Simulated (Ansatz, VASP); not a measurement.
## One calculation of Tl3Sb2Mo, two programs

```
Tl Sb Mo
1.0
     3.17051    1.83049    5.22300
    -3.17051    1.83049    5.22300
     0.00000   -3.66099    5.22300
Tl Sb Mo
3 2 1
Cartesian
  -1.5853 0.9152 2.6115
  0.0000 -1.8305 2.6115
  1.5853 0.9152 2.6115
  0.0000 0.0000 5.9186
  0.0000 0.0000 9.7504
  0.0000 0.0000 0.0000
```

Change from the starting cell: species swapped into the Ho2AlFe3 type (R-3m, No. 166).

Alike in both runs: task relaxation of cell and atoms; functional PBE; k mesh 3 × 3 × 3; occupations gaussian, width 0.1 eV; no spin polarisation.

```csv
,VASP,Ansatz
version,VASP 6.6.1,Ansatz 0.2.0
potentials or method,"VASP PAW PBE potentials, release 64 (Tl_d, Sb_d_GW, Mo_sv), cutoff 500 eV","scalar-relativistic, plane waves, PAW"
valence electrons in the cell,83,83
```

VASP gave:

| Quantity | Value |
| --- | --- |
| gap on the k mesh at the Fermi level, each at its own relaxed structure (eV) | none |
| relaxed volume (Å³/atom) | 26.21 |
| relaxed length of the cell vector where the two differ most in proportion (Å) | 5.839 |

Question: Which values does Ansatz return?

Answer: gap on the k mesh at the Fermi level, each at its own relaxed structure (eV): none; relaxed volume (Å³/atom): 25.85; relaxed length of the cell vector where the two differ most in proportion (Å): 5.909.

A gap of «none» marks a metal or a gap that the smearing closes.

The k mesh is coarse, so the values compare programs but aren't converged. Neither program's run includes spin-orbit coupling.
